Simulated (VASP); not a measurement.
**AlN: single point with PBE+D3(BJ)**

The system is AlN.

```
Al N
1.0
     0.00000    2.03452    2.03452
     2.03452    0.00000    2.03452
     2.03452    2.03452    0.00000
Al N
1 1
Cartesian
  2.0345 2.0345 2.0345
  0.0000 0.0000 0.0000
```

* Program: VASP 6.6.1
* Task: single point
* Functional: PBE
* Dispersion: D3(BJ)
* Potentials or basis: VASP PAW PBE potentials, release 64 (Al, N)
* Cutoff: 600 eV
* k mesh: 6 × 6 × 6
* Occupations: gaussian, width 0.1 eV
* Spin: no spin polarisation

- Pressure: -6.7 GPa
- Band gap on the k mesh: 4.42 eV, indirect (least direct gap 5.41 eV)
- Dispersion energy per atom: -0.333 eV

Levels at points of the mesh, in eV from the valence-band top:
```
           k point  band 2  band 3  band 4  band 5  band 6  band 7
(0.00, 0.00, 0.00)    0.00    0.00    0.00    5.40   12.10   12.10
(0.50, 0.00, 0.00)   -8.19   -1.04   -1.04    6.01   10.84   10.84
(0.50, 0.50, 0.00)   -7.26   -2.75   -2.75    4.42    5.33   13.82
```

It used 10 s of CPU time on 1 thread of AMD EPYC 7R13 Processor (Zen 3), on a shared host.

Caveat: the k points lie up to 0.45 Å⁻¹ apart; three body term missing. Expect the measured gap to be larger: semilocal functionals such as PBE lack the derivative discontinuity.
